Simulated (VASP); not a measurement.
# HfO2 (Fm-3m) in VASP: further runs

HfO2 is run at these levels: PBEsol, PBE+D4, PBE+D3(BJ), PBE; tasks: single point.

Program: VASP 6.6.1. These are calculated values, not measurements. Logs are shortened: lines on timing, memory, paths and dates and some standing lists are left out, and cuts for length are marked.

## (1) The cell of the first run

Symmetry: Fm-3m, No. 225, cubic system. The conventional cell has a = 5.044 Å, b = 5.044 Å, c = 5.044 Å, α = 90.00°, β = 90.00°, γ = 90.00°. Within 2.9 Å of Hf (site symmetry m-3m) lie 8 O at 2.18 Å. O (site symmetry -43m) has 4 Hf at 2.18 Å and 6 O at 2.52 Å within 2.9 Å.

## (2) Single point, PBEsol

Contents of INCAR:

```
SYSTEM = HfO2
ALGO = Normal
EDIFF = 1E-6
ENCUT = 520
GGA = PS
ISIF = 2
ISMEAR = 0
LASPH = .True.
LCHARG = .False.
LREAL = .False.
LWAVE = .False.
NBANDS = 18
NELM = 100
PREC = Accurate
SIGMA = 0.01
```

Contents of KPOINTS:

```
k-points
0
Gamma
  8 8 8
  0 0 0
```

Contents of POSCAR:

```
HfO2
1.0
    0.0000000000      2.5217595880      2.5217595880
    2.5217595880      0.0000000000      2.5217595880
    2.5217595880      2.5217595880      0.0000000000
Hf O
1 2
Direct
    0.0000000000      0.0000000000      0.0000000000
    0.2500000000      0.2500000000      0.2500000000
    0.7500000000      0.7500000000      0.7500000000
```

Potentials or basis: VASP PAW PBE potentials, release 64 (Hf_pv, O).

Run with:

```bash
$ cat potpaw_PBE.64/Hf_pv/POTCAR potpaw_PBE.64/O/POTCAR > POTCAR
$ mpirun -np 1 vasp_std > vasp.out
```

OUTCAR:

```text
SYSTEM = HfO2
   EDIFF = 1E-6
   ENCUT = 520
   GGA = PS
   ISIF = 2
   ISMEAR = 0
   LASPH = .True.
   LREAL = .False.
   NELM = 100
   PREC = Accurate

 ion  position               nearest neighbor table
   1  0.000  0.000  0.000-   3 2.18   3 2.18   3 2.18   2 2.18   3 2.18   2 2.18   2 2.18   2 2.18

   2  0.250  0.250  0.250-   1 2.18   1 2.18   1 2.18   1 2.18
   3  0.750  0.750  0.750-   1 2.18   1 2.18   1 2.18   1 2.18

  LATTYP: Found a face centered cubic cell.
 ALAT       =     5.0435191760

  Lattice vectors:

 A1 = (   0.0000000000,   2.5217595880,   2.5217595880)
 A2 = (   2.5217595880,   0.0000000000,   2.5217595880)
 A3 = (   2.5217595880,   2.5217595880,   0.0000000000)

Analysis of symmetry for initial positions (statically):
=====================================================================
 Subroutine PRICEL returns:
 Original cell was already a primitive cell.

 Routine SETGRP: Setting up the symmetry group for a
 face centered cubic supercell.

 Subroutine GETGRP returns: Found 48 space group operations
 (whereof 48 operations were pure point group operations)
 out of a pool of 48 trial point group operations.

The static configuration has the point symmetry O_h .

Analysis of symmetry for dynamics (positions and initial velocities):
=====================================================================
 Subroutine PRICEL returns:
 Original cell was already a primitive cell.

 Routine SETGRP: Setting up the symmetry group for a
 face centered cubic supercell.

 Subroutine GETGRP returns: Found 48 space group operations
 (whereof 48 operations were pure point group operations)
 out of a pool of 48 trial point group operations.

The dynamic configuration has the point symmetry O_h .

 Subroutine INISYM returns: Found 48 space group operations
 (whereof 48 operations are pure point group operations),
 and found     1 'primitive' translations

----------------------------------------------------------------------------------------

                                     Primitive cell

  volume of cell :      32.0731

  direct lattice vectors                    reciprocal lattice vectors
     0.000000000  2.521759588  2.521759588    -0.198274254  0.198274254  0.198274254
     2.521759588  0.000000000  2.521759588     0.198274254 -0.198274254  0.198274254
     2.521759588  2.521759588  0.000000000     0.198274254  0.198274254 -0.198274254

  length of vectors
     3.566306610  3.566306610  3.566306610     0.343421081  0.343421081  0.343421081

  position of ions in fractional coordinates (direct lattice)
     0.000000000  0.000000000  0.000000000
     0.250000000  0.250000000  0.250000000
     0.750000000  0.750000000  0.750000000

  ion indices of the primitive-cell ions
   primitive index   ion index
                 1           1
                 2           2
                 3           3

----------------------------------------------------------------------------------------

 KPOINTS: k-points

Automatic generation of k-mesh.
 Grid dimensions read from file:
 generate k-points for:    8    8    8

 Generating k-lattice:

  Cartesian coordinates                     Fractional coordinates (reciprocal lattice)
    -0.024784282  0.024784282  0.024784282     0.125000000  0.000000000  0.000000000
     0.024784282 -0.024784282  0.024784282     0.000000000  0.125000000  0.000000000
     0.024784282  0.024784282 -0.024784282     0.000000000  0.000000000  0.125000000

  Length of vectors
     0.042927635  0.042927635  0.042927635

  Shift w.r.t. Gamma in fractional coordinates (k-lattice)
     0.000000000  0.000000000  0.000000000

 Subroutine IBZKPT returns following result:
 ===========================================

 Found     29 irreducible k-points:

 Following reciprocal coordinates:
            Coordinates               Weight
  0.000000  0.000000  0.000000      1.000000
  0.125000  0.000000  0.000000      8.000000
  0.250000  0.000000  0.000000      8.000000
  0.375000  0.000000  0.000000      8.000000
  0.500000  0.000000  0.000000      4.000000
  0.125000  0.125000  0.000000      6.000000
[... 16 lines left out ...]
  0.500000  0.250000  0.125000     48.000000
 -0.375000  0.250000  0.125000     24.000000
 [... further k-points ...]
   k-points           NKPTS =     29   k-points in BZ     NKDIM =     29   number of bands    NBANDS=     18
   number of dos      NEDOS =    301   number of ions     NIONS =      3
   total plane-waves  NPLWV =  21952
   dimension x,y,z NGX =    28 NGY =   28 NGZ =   28
   dimension x,y,z NGXF=    56 NGYF=   56 NGZF=   56
   ions per type =               1   2
   NGX,Y,Z   is equivalent  to a cutoff of  13.05, 13.05, 13.05 a.u.
   NGXF,Y,Z  is equivalent  to a cutoff of  26.10, 26.10, 26.10 a.u.
 SYSTEM =  HfO2
   PREC   = accura    normal or accurate (medium, high low for compatibility)
   ISTART =      0    job   : 0-new  1-cont  2-samecut
   ICHARG =      2    charge: 1-file 2-atom 10-const
   ISPIN  =      1    spin polarized calculation?
   LNONCOLLINEAR =      F non collinear calculations
   LSORBIT =      F    spin-orbit coupling
   LASPH  =      T    aspherical Exc in radial PAW
   ENCUT  =  520.0 eV  38.22 Ry    6.18 a.u.   6.63  6.63  6.63*2*pi/ulx,y,z
   NELM   =    100;   NELMIN=  2; NELMDL= -5     # of ELM steps
   EDIFF  = 0.1E-05   stopping-criterion for ELM
   LREAL  =      F    real-space projection
   EDIFFG = 0.1E-04   stopping-criterion for IOM
   NSW    =      0    number of steps for IOM
   IBRION =     -1    ionic relax: 0-MD 1-quasi-New 2-CG
   NFREE  =      0    steps in history (QN), initial steepest desc. (CG)
   ISIF   =      2    stress and relaxation
   ISYM   =      2    0-nonsym 1-usesym 2-fastsym
   POTIM  = 0.5000    time-step for ionic-motion
   TEBEG  =    0.0;   TEEND  =   0.0 temperature during run
   PSTRESS=    0.0 pullay stress
   NELECT =      22.0000    total number of electrons
   NUPDOWN=      -1.0000    fix difference up-down
   EMIN   =  10.00;   EMAX   =-10.00  energy-range for DOS
   EFERMI =   0.00;   METHOD = LEGACY
   ISMEAR =     0;   SIGMA  =   0.01  broadening in eV -4-tet -1-fermi 0-gaus
   EFERMI_NEDOS =   21; number of points for ismear=-14 and -15
   IALGO  =     38    algorithm
   IMIX   =      4    mixing-type and parameters
     AMIX     =   0.40;   BMIX     =  1.00
     AMIX_MAG =   1.60;   BMIX_MAG =  1.00
  volume/ion in A,a.u.               =      10.69        72.15
  Fermi-wavevector in a.u.,A,eV,Ry     =   1.443783  2.728355 28.361487  2.084511
  Thomas-Fermi vector in A             =   2.562152
   LORBIT       =      0    0 simple, 1 ext, 2 COOP (PROOUT), +10 PAW based schemes
   GGA     = PS    functional components
   LHFCALC =     F    Hartree Fock is set to
   AEXX    =    0.0000 exact exchange contribution
   IVDW    =     0    specifies the selected vdW correction
   LEPSILON=     F    determine dielectric tensor
   LRPA    =     F    only Hartree local field effects (RPA)
 non-spin polarized calculation
 Gauss-broadening in eV      SIGMA  =   0.01
  energy-cutoff  :      520.00
  volume of cell :       32.07
 maximum number of plane-waves:       887
   NGX = 13   NGY = 13   NGZ = 13

 number of electron      21.9999993 magnetization

 Free energy of the ion-electron system (eV)
  ---------------------------------------------------
  ext. energy  EPLUGINS =         0.00000000
  ---------------------------------------------------
  free energy    TOTEN  =       -31.63253161 eV

  energy without entropy =      -31.63253161  energy(sigma->0) =      -31.63253161

 E-fermi :   4.3394     XC(G=0): -12.1889

 val. band max:        4.2667242860   @ k =   0.5000   0.5000   0.0000
 cond. band min:       7.9782951787   @ k =   0.5000   0.5000   0.0000
 fundamental gap:      3.7115708927
 Fermi energy:         4.3393935133

 k-point     1 :       0.0000    0.0000    0.0000
  band No.  band energies     occupation
      1     -25.2880      2.00000
      2     -25.2880      2.00000
      3     -25.2880      2.00000
      4     -14.5205      2.00000
      5     -11.3408      2.00000
      6      -1.2321      2.00000
[... 10 lines left out ...]
     17      14.8845      0.00000
     18      18.0075      0.00000

 k-point     2 :       0.1250    0.0000    0.0000
  band No.  band energies     occupation
      1     -25.3625      2.00000
      2     -25.2961      2.00000
      3     -25.2961      2.00000
      4     -14.3002      2.00000
      5     -11.5219      2.00000
      6      -1.0775      2.00000
[... 10 lines left out ...]
     17      14.6020      0.00000
     18      17.7838      0.00000

 k-point     3 :       0.2500    0.0000    0.0000
  band No.  band energies     occupation
      1     -25.5347      2.00000
      2     -25.3154      2.00000
      3     -25.3154      2.00000
      4     -13.7805      2.00000
      5     -11.8810      2.00000
      6      -0.6967      2.00000
[... 10 lines left out ...]
     17      14.1043      0.00000
     18      16.9132      0.00000

 k-point     4 :       0.3750    0.0000    0.0000
  band No.  band energies     occupation
      1     -25.6973      2.00000
      2     -25.3346      2.00000
      3     -25.3346      2.00000
      4     -13.3463      2.00000
      5     -12.0698      2.00000
      6      -0.3220      2.00000
[... 375 lines left out ...]
      4     -13.3302      2.00000
      5     -12.1519      2.00000
      6      -0.6940      2.00000
[... 10 lines left out ...]
     17      14.1926      0.00000
     18      17.4868      0.00000

 k-point    23 :       0.5000    0.2500    0.1250
  band No.  band energies     occupation
      1     -25.6662      2.00000
      2     -25.4547      2.00000
      3     -25.3620      2.00000
      4     -12.9314      2.00000
      5     -12.2995      2.00000
      6      -0.7069      2.00000
[... 10 lines left out ...]
     17      15.0318      0.00000
     18      17.3688      0.00000

 k-point    24 :      -0.3750    0.2500    0.1250
  band No.  band energies     occupation
      1     -25.6973      2.00000
      2     -25.4789      2.00000
      3     -25.3729      2.00000
      4     -12.8524      2.00000
      5     -12.2558      2.00000
      6      -0.7121      2.00000
[... 10 lines left out ...]
     17      15.1748      0.00000
     18      17.3930      0.00000

 [... further k-points ...]

------------------------ aborting loop because EDIFF is reached ----------------------------------------

  FORCE on cell =-STRESS in cart. coord.  units (eV):
  Direction    XX          YY          ZZ          XY          YZ          ZX
  --------------------------------------------------------------------------------------
  -------------------------------------------------------------------------------------
  Total       -0.7352859     -0.7352859     -0.7352859      0.0000000      0.0000000      0.0000000
  in kB      -36.7304094    -36.7304094    -36.7304094      0.0000000      0.0000000      0.0000000
  external PRESSURE =     -36.7304094 kB  Pullay stress =       0.0000000 kB

 VOLUME and BASIS-vectors are now :
 -----------------------------------------------------------------------------
  energy-cutoff  :      520.00
  volume of cell :       32.07
      direct lattice vectors                 reciprocal lattice vectors
     0.000000000  2.521759588  2.521759588    -0.198274254  0.198274254  0.198274254
     2.521759588  0.000000000  2.521759588     0.198274254 -0.198274254  0.198274254
     2.521759588  2.521759588  0.000000000     0.198274254  0.198274254 -0.198274254

 POSITION                                       TOTAL-FORCE (eV/Angst)
 -----------------------------------------------------------------------------------
      0.00000      0.00000      0.00000         0.000000     -0.000000     -0.000000
      1.26088      1.26088      1.26088        -0.000000      0.000000     -0.000000
      3.78264      3.78264      3.78264         0.000000      0.000000      0.000000
 -----------------------------------------------------------------------------------
    total drift:                                0.000000      0.000000      0.000000

  FREE ENERGIE OF THE ION-ELECTRON SYSTEM (eV)
  ---------------------------------------------------
  free  energy   TOTEN  =       -31.6325316052 eV

  energy  without entropy=      -31.6325316052  energy(sigma->0) =      -31.63253161
```

Wall time 13 s (1 thread of Intel Xeon Platinum 8488C (Sapphire Rapids), shared host); peak memory 0.16 GiB.

Results:

| Quantity | Value |
| --- | --- |
| Free energy | -31.6325 eV |
| Pressure | -3.7 GPa |
| Band gap on the k mesh | 3.71 eV, direct |

Levels at points of the mesh, in eV from the valence-band top:
| k point | band 7 | band 8 | band 9 | band 10 | band 11 | band 12 | band 13 | band 14 | band 15 | band 16 |
| --- | --- | --- | --- | --- | --- | --- | --- | --- | --- | --- |
| (0.00, 0.00, 0.00) | -5.50 | -5.50 | -0.62 | -0.62 | -0.62 | 3.82 | 3.82 | 5.77 | 10.62 | 10.62 |
| (0.50, 0.00, 0.00) | -4.45 | -3.11 | -2.81 | -1.87 | -1.87 | 4.58 | 4.58 | 7.10 | 8.89 | 9.53 |
| (0.50, 0.50, 0.00) | -3.54 | -3.54 | -1.57 | -1.57 | 0.00 | 3.71 | 5.51 | 6.74 | 8.27 | 8.27 |

Caveat: the PAW data sets were made with another functional, which shifts forces and pressure a little; spin-orbit coupling is left out, which moves the levels of the heavy elements. A k mesh can miss the band edges.

## (3) Single point, PBE+D4

This run uses another cell than the first one, of 10.89 Å³/atom, 1.019 times its volume.

Contents of INCAR:

```
SYSTEM = HfO2
  ALGO = Normal
  EDIFF = 1E-6
  ENCUT = 520
  GGA = PE
  ISIF = 2
  ISMEAR = 0
  IVDW = 13
  LASPH = .True.
  LCHARG = .False.
  LREAL = .False.
  LWAVE = .False.
  NBANDS = 18
  NELM = 60
  PREC = Accurate
  SIGMA = 0.01
```

KPOINTS is that of step 2.

Contents of POSCAR:

```
HfO2
1.0
    0.0000000000      2.5375133899      2.5375133899
    2.5375133899      0.0000000000      2.5375133899
    2.5375133899      2.5375133899      0.0000000000
Hf O
1 2
Direct
    0.0000000000      0.0000000000      0.0000000000
    0.2500000000      0.2500000000      0.2500000000
    0.7500000000      0.7500000000      0.7500000000
```

Potentials or basis: VASP PAW PBE potentials, release 64 (Hf_pv, O).

Run with:

```bash
$ cat potpaw_PBE.64/Hf_pv/POTCAR potpaw_PBE.64/O/POTCAR > POTCAR
$ mpirun -np 1 vasp_std > vasp.out
```

It took 14 s on 1 thread of Intel Xeon Platinum 8488C (Sapphire Rapids), shared host; peak memory 0.16 GiB.

The run converged. Its results:

```yaml
Free_energy: -30.8313 eV
Pressure: -3.7 GPa
Band_gap_on_the_k_mesh: 3.79 eV, direct
Dispersion_energy_per_atom: -0.194 eV
```

Levels at points of the mesh, in eV from the valence-band top:
| k point | band 9 | band 10 | band 11 | band 12 | band 13 | band 14 |
| --- | --- | --- | --- | --- | --- | --- |
| (0.00, 0.00, 0.00) | -0.61 | -0.61 | -0.61 | 3.87 | 3.87 | 5.81 |
| (0.50, 0.00, 0.00) | -2.72 | -1.83 | -1.83 | 4.60 | 4.60 | 6.96 |
| (0.50, 0.50, 0.00) | -1.52 | -1.52 | 0.00 | 3.79 | 5.49 | 6.61 |

Caveat: spin-orbit coupling is left out, which moves the levels of the heavy elements.

(Continued in part 2 of 2.)
